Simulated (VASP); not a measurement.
# Al (Pm-3m) in VASP: single point with PBE

Aim: the single point of Al with PBE.

Program: VASP 6.6.1. These are calculated values, not measurements. Logs are shortened: lines on timing, memory, paths and dates and some standing lists are left out, and cuts for length are marked.

### 1 The cell of the first run

The structure is cubic, space group Pm-3m (No. 221). The conventional cell has a = 2.992 Å, b = 2.992 Å, c = 2.992 Å, α = 90.00°, β = 90.00°, γ = 90.00°. Al (site symmetry m-3m) has 6 Al at 2.99 Å within 3.9 Å.

### 2 Single point, PBE

INCAR

```
  PREC = Accurate
  ENCUT = 520
  EDIFF = 1E-7
  ISMEAR = -1
  SIGMA = 0.15
  LREAL = False
  LASPH = True
  NELM = 80
  ALGO = Normal
  ISIF = 2
  LWAVE = False
  LCHARG = False
  GGA = PE
  NBANDS = 8
```

KPOINTS

```
Automatic mesh
0
Gamma
  10 10 10
```

POSCAR

```
Al
1.0
    2.9916000000      0.0000000000      0.0000000000
    0.0000000000      2.9916000000      0.0000000000
    0.0000000000      0.0000000000      2.9916000000
Al
1
Direct
    0.0000000000      0.0000000000      0.0000000000
```

Potentials or basis: VASP PAW PBE potentials, release 64 (Al).

Launch:

```
cat potpaw_PBE.64/Al/POTCAR > POTCAR
mpirun -np 1 vasp_std > vasp.out
```

OUTCAR:

```text
PREC = Accurate
   ENCUT = 520
   EDIFF = 1E-7
   ISMEAR = -1
   LREAL = False
   LASPH = True
   NELM = 80
   ISIF = 2
   GGA = PE

 ion  position               nearest neighbor table
   1  0.000  0.000  0.000-

  LATTYP: Found a simple cubic cell.
 ALAT       =     2.9916000000

  Lattice vectors:

 A1 = (   2.9916000000,   0.0000000000,   0.0000000000)
 A2 = (   0.0000000000,   2.9916000000,   0.0000000000)
 A3 = (   0.0000000000,   0.0000000000,   2.9916000000)

Analysis of symmetry for initial positions (statically):
=====================================================================
 Subroutine PRICEL returns:
 Original cell was already a primitive cell.

 Routine SETGRP: Setting up the symmetry group for a
 simple cubic supercell.

 Subroutine GETGRP returns: Found 48 space group operations
 (whereof 48 operations were pure point group operations)
 out of a pool of 48 trial point group operations.

The static configuration has the point symmetry O_h .

Analysis of symmetry for dynamics (positions and initial velocities):
=====================================================================
 Subroutine PRICEL returns:
 Original cell was already a primitive cell.

 Routine SETGRP: Setting up the symmetry group for a
 simple cubic supercell.

 Subroutine GETGRP returns: Found 48 space group operations
 (whereof 48 operations were pure point group operations)
 out of a pool of 48 trial point group operations.

The dynamic configuration has the point symmetry O_h .

 Subroutine INISYM returns: Found 48 space group operations
 (whereof 48 operations are pure point group operations),
 and found     1 'primitive' translations

----------------------------------------------------------------------------------------

                                     Primitive cell

  volume of cell :      26.7738

  direct lattice vectors                    reciprocal lattice vectors
     2.991600000  0.000000000  0.000000000     0.334269287  0.000000000  0.000000000
     0.000000000  2.991600000  0.000000000     0.000000000  0.334269287  0.000000000
     0.000000000  0.000000000  2.991600000     0.000000000  0.000000000  0.334269287

  length of vectors
     2.991600000  2.991600000  2.991600000     0.334269287  0.334269287  0.334269287

  position of ions in fractional coordinates (direct lattice)
     0.000000000  0.000000000  0.000000000

  ion indices of the primitive-cell ions
   primitive index   ion index
                 1           1

----------------------------------------------------------------------------------------

 KPOINTS: Automatic mesh

Automatic generation of k-mesh.
 Grid dimensions read from file:
 generate k-points for:   10   10   10

 Generating k-lattice:

  Cartesian coordinates                     Fractional coordinates (reciprocal lattice)
     0.033426929  0.000000000  0.000000000     0.100000000  0.000000000  0.000000000
     0.000000000  0.033426929  0.000000000     0.000000000  0.100000000  0.000000000
     0.000000000  0.000000000  0.033426929     0.000000000  0.000000000  0.100000000

  Length of vectors
     0.033426929  0.033426929  0.033426929

  Shift w.r.t. Gamma in fractional coordinates (k-lattice)
     0.000000000  0.000000000  0.000000000

 Subroutine IBZKPT returns following result:
 ===========================================

 Found     56 irreducible k-points:

 Following reciprocal coordinates:
            Coordinates               Weight
  0.000000  0.000000  0.000000      1.000000
  0.100000  0.000000  0.000000      6.000000
  0.200000  0.000000  0.000000      6.000000
  0.300000  0.000000  0.000000      6.000000
  0.400000  0.000000  0.000000      6.000000
  0.500000  0.000000  0.000000      3.000000
[... 16 lines left out ...]
  0.200000  0.100000  0.100000     24.000000
  0.300000  0.100000  0.100000     24.000000
 [... further k-points ...]
   k-points           NKPTS =     56   k-points in BZ     NKDIM =     56   number of bands    NBANDS=      8
   number of dos      NEDOS =    301   number of ions     NIONS =      1
   total plane-waves  NPLWV =  13824
   dimension x,y,z NGX =    24 NGY =   24 NGZ =   24
   dimension x,y,z NGXF=    48 NGYF=   48 NGZF=   48
   ions per type =               1
   NGX,Y,Z   is equivalent  to a cutoff of  13.34, 13.34, 13.34 a.u.
   NGXF,Y,Z  is equivalent  to a cutoff of  26.67, 26.67, 26.67 a.u.
 SYSTEM =  unknown system
   PREC   = accura    normal or accurate (medium, high low for compatibility)
   ISTART =      0    job   : 0-new  1-cont  2-samecut
   ICHARG =      2    charge: 1-file 2-atom 10-const
   ISPIN  =      1    spin polarized calculation?
   LNONCOLLINEAR =      F non collinear calculations
   LSORBIT =      F    spin-orbit coupling
   LASPH  =      T    aspherical Exc in radial PAW
   ENCUT  =  520.0 eV  38.22 Ry    6.18 a.u.   5.56  5.56  5.56*2*pi/ulx,y,z
   NELM   =     80;   NELMIN=  2; NELMDL= -5     # of ELM steps
   EDIFF  = 0.1E-06   stopping-criterion for ELM
   LREAL  =      F    real-space projection
   EDIFFG = 0.1E-05   stopping-criterion for IOM
   NSW    =      0    number of steps for IOM
   IBRION =     -1    ionic relax: 0-MD 1-quasi-New 2-CG
   NFREE  =      0    steps in history (QN), initial steepest desc. (CG)
   ISIF   =      2    stress and relaxation
   ISYM   =      2    0-nonsym 1-usesym 2-fastsym
   POTIM  = 0.5000    time-step for ionic-motion
   TEBEG  =    0.0;   TEEND  =   0.0 temperature during run
   PSTRESS=    0.0 pullay stress
   NELECT =       3.0000    total number of electrons
   NUPDOWN=      -1.0000    fix difference up-down
   EMIN   =  10.00;   EMAX   =-10.00  energy-range for DOS
   EFERMI =   0.00;   METHOD = LEGACY
   ISMEAR =    -1;   SIGMA  =   0.15  broadening in eV -4-tet -1-fermi 0-gaus
   EFERMI_NEDOS =   21; number of points for ismear=-14 and -15
   IALGO  =     38    algorithm
   IMIX   =      4    mixing-type and parameters
     AMIX     =   0.40;   BMIX     =  1.00
     AMIX_MAG =   1.60;   BMIX_MAG =  1.00
  volume/ion in A,a.u.               =      26.77       180.68
  Fermi-wavevector in a.u.,A,eV,Ry     =   0.789245  1.491456  8.475169  0.622907
  Thomas-Fermi vector in A             =   1.894348
   LORBIT       =      0    0 simple, 1 ext, 2 COOP (PROOUT), +10 PAW based schemes
   GGA     = PE    functional components
   LHFCALC =     F    Hartree Fock is set to
   AEXX    =    0.0000 exact exchange contribution
   IVDW    =     0    specifies the selected vdW correction
   LEPSILON=     F    determine dielectric tensor
   LRPA    =     F    only Hartree local field effects (RPA)
 non-spin polarized calculation
  energy-cutoff  :      520.00
  volume of cell :       26.77
 maximum number of plane-waves:       739
 NGX is ok and might be reduce to    24
   NGX = 11   NGY = 11   NGZ = 11

 number of electron       3.0000000 magnetization

 Free energy of the ion-electron system (eV)
  ---------------------------------------------------
  ext. energy  EPLUGINS =         0.00000000
  ---------------------------------------------------
  free energy    TOTEN  =        -3.16987721 eV

  energy without entropy =       -3.12424751  energy(sigma->0) =       -3.14706236

 E-fermi :   3.5003     XC(G=0):  -8.4658

 val. band max:        3.4337855903   @ k =   0.3000   0.0000   0.0000
 cond. band min:       3.5347908701   @ k =   0.4000   0.4000   0.1000
 fundamental gap:      0.1010052798
 Fermi energy:         3.5003334686

 k-point     1 :       0.0000    0.0000    0.0000
  band No.  band energies     occupation
      1      -4.5976      2.00000
      2      10.6846      0.00000
      3      10.6846      0.00000
      4      10.6846      0.00000
      5      10.8001      0.00000
      6      10.8001      0.00000
      7      15.6652      0.00000
      8      23.7364      0.00000

 k-point     2 :       0.1000    0.0000    0.0000
  band No.  band energies     occupation
      1      -4.4370      2.00000
      2       8.1783      0.00000
      3      10.8206      0.00000
      4      10.8206      0.00000
      5      10.9344      0.00000
      6      12.9250      0.00000
      7      16.4204      0.00000
      8      22.4767      0.00000

 k-point     3 :       0.2000    0.0000    0.0000
  band No.  band energies     occupation
      1      -3.9586      2.00000
      2       5.6918      0.00000
      3      11.2236      0.00000
      4      11.2236      0.00000
      5      11.3234      0.00000
      6      14.2583      0.00000
      7      18.5927      0.00000
      8      20.3539      0.00000

 k-point     4 :       0.3000    0.0000    0.0000
  band No.  band energies     occupation
      1      -3.1757      2.00000
      2       3.4338      1.21826
      3      11.8696      0.00000
      4      11.8696      0.00000
      5      11.9108      0.00000
      6      15.3041      0.00000
      7      18.3400      0.00000
      8      18.3400      0.00000

 k-point     5 :       0.4000    0.0000    0.0000
  band No.  band energies     occupation
      1      -2.1422      2.00000
      2       1.5038      2.00000
      3      12.5384      0.00000
      4      12.6634      0.00000
      5      12.6634      0.00000
      6      16.4268      0.00000
      7      16.6988      0.00000
      8      16.6988      0.00000

 k-point     6 :       0.5000    0.0000    0.0000
  band No.  band energies     occupation
      1      -1.3432      2.00000
      2       0.4045      2.00000
      3      12.8445      0.00000
      4      13.1520      0.00000
      5      13.1520      0.00000
      6      15.9247      0.00000
      7      15.9247      0.00000
      8      17.2499      0.00000

 k-point     7 :       0.1000    0.1000    0.0000
  band No.  band energies     occupation
      1      -4.2765      2.00000
      2       7.9936      0.00000
      3       8.7487      0.00000
      4      10.9565      0.00000
      5      12.1737      0.00000
      6      14.0689      0.00000
      7      16.9063      0.00000
      8      21.0208      0.00000

 k-point     8 :       0.2000    0.1000    0.0000
  band No.  band energies     occupation
      1      -3.7983      2.00000
      2       5.8145      0.00000
      3       8.8702      0.00000
      4      11.3586      0.00000
      5      12.7069      0.00000
      6      15.5142      0.00000
      7      18.2239      0.00000
      8      19.3294      0.00000

 k-point     9 :       0.3000    0.1000    0.0000
  band No.  band energies     occupation
      1      -3.0157      2.00000
      2       3.5776      0.74795
      3       9.5158      0.00000
      4      12.0032      0.00000
      5      13.3457      0.00000
      6      16.0388      0.00000
      7      17.0633      0.00000
      8      18.4663      0.00000

 k-point    10 :       0.4000    0.1000    0.0000
  band No.  band energies     occupation
      1      -1.9821      2.00000
      2       1.6529      1.99999
      3      10.3099      0.00000
      4      12.7945      0.00000
      5      13.9038      0.00000
      6      14.9086      0.00000
      7      16.8304      0.00000
      8      17.6004      0.00000
[... 78 lines left out ...]
 k-point    18 :       0.5000    0.3000    0.0000
  band No.  band energies     occupation
      1       0.1014      2.00000
      2       1.6956      1.99999
      3       6.3406      0.00000
      4       8.8263      0.00000
      5      14.2782      0.00000
      6      16.9662      0.00000
      7      17.0414      0.00000
      8      19.1704      0.00000

 k-point    19 :       0.4000    0.4000    0.0000
  band No.  band energies     occupation
      1       0.3255      2.00000
      2       3.3922      1.34558
      3       4.1584      0.02457
      4       7.8974      0.00000
      5      14.5712      0.00000
      6      17.3591      0.00000
      7      18.2950      0.00000
      8      18.5576      0.00000

 k-point    20 :       0.5000    0.4000    0.0000
  band No.  band energies     occupation
      1       1.1918      2.00000
      2       2.5576      1.99628
      3       4.4164      0.00445
      4       7.0115      0.00000
      5      15.0435      0.00000
      6      17.6761      0.00000
      7      18.0706      0.00000
      8      18.7386      0.00000

 k-point    21 :       0.5000    0.5000    0.0000
  band No.  band energies     occupation
      1       2.2424      1.99954
      2       3.0852      1.88179
      3       3.0852      1.88179
      4       6.1656      0.00000
      5      15.5272      0.00000
      6      17.9875      0.00000
      7      17.9875      0.00000
      8      18.8290      0.00000

 k-point    22 :       0.1000    0.1000    0.1000
  band No.  band energies     occupation
      1      -4.1161      2.00000
      2       8.1321      0.00000
      3       8.1321      0.00000
      4       9.6346      0.00000
      5      14.1974      0.00000
      6      14.1974      0.00000
      7      17.2606      0.00000
      8      20.9215      0.00000

 k-point    23 :       0.2000    0.1000    0.1000
  band No.  band energies     occupation
      1      -3.6381      2.00000
      2       5.9390      0.00000
      3       8.5393      0.00000
      4       9.7914      0.00000
      5      14.5672      0.00000
      6      15.9484      0.00000
      7      18.2587      0.00000
      8      18.5885      0.00000

 k-point    24 :       0.3000    0.1000    0.1000
  band No.  band energies     occupation
      1      -2.8559      2.00000
      2       3.7211      0.37338
      3       9.1788      0.00000
      4      10.4752      0.00000
      5      15.0880      0.00000
      6      16.0670      0.00000
      7      16.5376      0.00000
      8      17.9708      0.00000

 [... further k-points ...]

------------------------ aborting loop because EDIFF is reached ----------------------------------------

  FORCE on cell =-STRESS in cart. coord.  units (eV):
  Direction    XX          YY          ZZ          XY          YZ          ZX
  --------------------------------------------------------------------------------------
  -------------------------------------------------------------------------------------
  Total       -1.4083135     -1.4083135     -1.4083135     -0.0000000     -0.0000000      0.0000000
  in kB      -84.2751129    -84.2751129    -84.2751129     -0.0000000     -0.0000000      0.0000000
  external PRESSURE =     -84.2751129 kB  Pullay stress =       0.0000000 kB

 VOLUME and BASIS-vectors are now :
 -----------------------------------------------------------------------------
  energy-cutoff  :      520.00
  volume of cell :       26.77
      direct lattice vectors                 reciprocal lattice vectors
     2.991600000  0.000000000  0.000000000     0.334269287  0.000000000  0.000000000
     0.000000000  2.991600000  0.000000000     0.000000000  0.334269287  0.000000000
     0.000000000  0.000000000  2.991600000     0.000000000  0.000000000  0.334269287

 POSITION                                       TOTAL-FORCE (eV/Angst)
 -----------------------------------------------------------------------------------
      0.00000      0.00000      0.00000         0.000000      0.000000      0.000000
 -----------------------------------------------------------------------------------
    total drift:                                0.000000     -0.000000      0.000000

  FREE ENERGIE OF THE ION-ELECTRON SYSTEM (eV)
  ---------------------------------------------------
  free  energy   TOTEN  =        -3.1698772110 eV

  energy  without entropy=       -3.1242475056  energy(sigma->0) =       -3.14706236
```

It took 8.2 s on 1 thread of Intel Xeon 8259CL, shared host; peak memory 0.13 GiB.

Results:

```
Free energy : -3.1699 eV
Pressure    : -8.4 GPa
```
